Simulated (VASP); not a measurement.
Ga2Te2S, 5 atoms in the cell. The structure is tetragonal, space group I4/mmm (No. 139). Conventional cell: a = 5.723 Å, b = 5.723 Å, c = 7.499 Å, α = 90.00°, β = 90.00°, γ = 90.00°. Within 3.2 Å of Ga (site symmetry 4mm) lie 1 S at 2.42 Å and 1 Ga at 2.66 Å and 4 Te at 2.91 Å. Within 3.8 Å of Te (site symmetry -4m2) lie 4 Ga at 2.91 Å and 4 S at 3.42 Å and 2 Te at 3.75 Å. S (site symmetry 4/mmm) has 2 Ga at 2.42 Å within 3.2 Å. The cell was built from a structure type or drawn by symmetry, and may not be a known phase.

* Program: VASP 6.6.1
* Task: relaxation of cell and atoms
* Functional: PBE
* Potentials or basis: VASP PAW PBE potentials, release 64 (Ga_d, Te, S)
* Cutoff: 600 eV
* k mesh: 10 × 10 × 10
* Occupations: gaussian, width 0.1 eV
* Spin: no spin polarisation
* Dipole correction: no
* Further INCAR settings: ALGO = Normal; EDIFF = 1e-07; IBRION = 2; EDIFFG = -0.01; NSW = 100; ISIF = 3

Potentials or basis: VASP PAW PBE potentials, release 64 (Ga_d, Te, S).

Command:

```sh
$ cat potpaw_PBE.64/Ga_d/POTCAR potpaw_PBE.64/Te/POTCAR potpaw_PBE.64/S/POTCAR > POTCAR
$ mpirun -np 1 vasp_std > vasp.out
```

Hardware: 1 thread of Intel(R) Xeon(R) Platinum 8259CL CPU @ 2.50GHz (Skylake/Cascade Lake) (shared host).

Task: How long does it take, and how much memory?

Result: Run time: 18 min on 1 thread of Intel(R) Xeon(R) Platinum 8259CL CPU @ 2.50GHz (Skylake/Cascade Lake) (shared host), peak memory 0.63 GiB. Counts: scf iterations 36, k points 102, ion steps 4.
